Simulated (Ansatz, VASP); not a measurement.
## RbMgSbO3: VASP beside Ansatz

```
CELL_PARAMETERS angstrom
3.12191 1.80244 3.74429
-3.12191 1.80244 3.74429
0.00000 -3.60488 3.74429
ATOMIC_POSITIONS crystal
Sb 0.57013 0.57013 0.57013
Rb 0.89528 0.89528 0.89528
Mg 0.31854 0.31854 0.31854
O 0.49465 0.96726 0.49465
O 0.96726 0.49465 0.49465
O 0.49465 0.49465 0.96726
```

Alike in both runs: task single point; functional PBE; k mesh 6 × 6 × 6; occupations fermi-dirac, width 0.05 eV; no spin polarisation.

|  | VASP | Ansatz |
| --- | --- | --- |
| version | VASP 6.6.1 | Ansatz 0.2.0 |
| potentials or method | VASP PAW PBE potentials, release 64 (Sb, Rb_sv, Mg, O) | Ansatz PAW |
| plane-wave cutoff (eV) | 520 | 420 |
| valence electrons in the cell | 34 | 52 |

VASP gave:

- gap on the k mesh at the Fermi level (eV): 2.78
- least direct gap on the mesh (eV): 2.82
- pressure (GPa): 2.4
- traceless stress, the component that is largest in VASP (GPa): 0.96
- rms of the force components (eV/Å): 0.127

Problem. Estimate Ansatz's values.

Solution. gap on the k mesh at the Fermi level (eV): 2.80; least direct gap on the mesh (eV): 2.83; pressure (GPa): 2.3; traceless stress, the component that is largest in VASP (GPa): 0.99; rms of the force components (eV/Å): 0.071.

Atom by atom the forces differ by 0.058 eV/Å (rms over components). With one functional, cell and mesh, what is left measures potentials, basis and numerics. VASP's potentials hold 34 valence electrons a cell and Ansatz's 52, so a difference there can come from the potentials and not from the codes.

Neither program's run includes spin-orbit coupling.
